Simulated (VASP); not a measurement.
Set up this calculation in VASP 6.6.1, as the native input.

```
Task                   : single point
Functional             : PBE
Potentials or basis    : VASP PAW PBE potentials, release 64 (F_h)
Cutoff                 : 1350 eV
k mesh                 : 9 × 9 × 4
Occupations            : fermi-dirac, width 0.05 eV
Spin                   : no spin polarisation
Dipole correction      : no
Further INCAR settings : ALGO = Normal; EDIFF = 1e-06; NBANDS = 22
```

The structure of F lies in POSCAR:

```
F
1.0
    2.7128332818     -1.6178351208      0.0000000000
    2.7128332818      1.6178351208      0.0000000000
   -1.5152525174      0.0000000000      7.0237882955
F
4
Direct
    0.4950000000      0.4950000000      0.4000000000
    0.5050000000      0.5050000000      0.6000000000
    0.9496000000      0.9496000000      0.9004000000
    0.0504000000      0.0504000000      0.0996000000
```

One way to write it, as run:

INCAR

```
SYSTEM = F
  ALGO = Normal
  EDIFF = 1E-6
  ENCUT = 1350
  GGA = PE
  GGA_COMPAT = .False.
  ISIF = 2
  ISMEAR = -1
  LASPH = .True.
  LCHARG = .False.
  LREAL = .False.
  LWAVE = .False.
  NBANDS = 22
  NELM = 120
  PREC = Accurate
  SIGMA = 0.05
```

KPOINTS

```
k-points
0
Gamma
  9 9 4
  0 0 0
```

Potentials or basis: VASP PAW PBE potentials, release 64 (F_h).

Run with:

```bash
$ cat potpaw_PBE.64/F_h/POTCAR > POTCAR
$ mpirun -np 1 vasp_std > vasp.out
```

It gave:

* Pressure: -0.1 GPa
* Largest force: 0.332 eV/Å
* Band gap on the k mesh: 2.51 eV

Wall time 3.7 min on 1 thread of AMD EPYC 9R45 96-Core Processor (Zen 5), with other jobs on the host, peak memory 0.57 GiB.
